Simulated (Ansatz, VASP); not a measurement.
**One calculation of Al, two programs**

```xyz
4
Lattice="2.8538 0.0000 0.0000 -1.4269 2.4715 0.0000 0.0000 0.0000 10.0395" Properties=species:S:1:pos:R:3 pbc="T T T"
Al    0.0000    0.0000    0.0000
Al    0.0000    1.6476    2.5099
Al    0.0000    0.0000    5.0198
Al    1.4269    0.8238    7.5296
```

Alike in both runs: task single point; functional PBE; dispersion D3(BJ); k mesh 18 × 18 × 4; occupations gaussian, width 0.15 eV; no spin polarisation.

|  | VASP | Ansatz |
| --- | --- | --- |
| version | VASP 6.6.1 | Ansatz 0.2.0 |
| potentials or method | VASP PAW PBE potentials, release 64 (Al), cutoff 520 eV | scalar-relativistic, plane waves, PAW |
| valence electrons in the cell | 12 | 12 |

VASP gave:

| Property | Result |
| --- | --- |
| gap on the k mesh at the Fermi level (eV) | none |
| pressure (GPa) | -6.9 |
| traceless stress, the component that is largest in VASP (GPa) | -2.67 |

**Question.** Which values does Ansatz return?

**Answer.** gap on the k mesh at the Fermi level (eV): none; pressure (GPa): -6.9; traceless stress, the component that is largest in VASP (GPa): -2.68.

A gap of «none» marks a metal or a gap that the smearing closes.
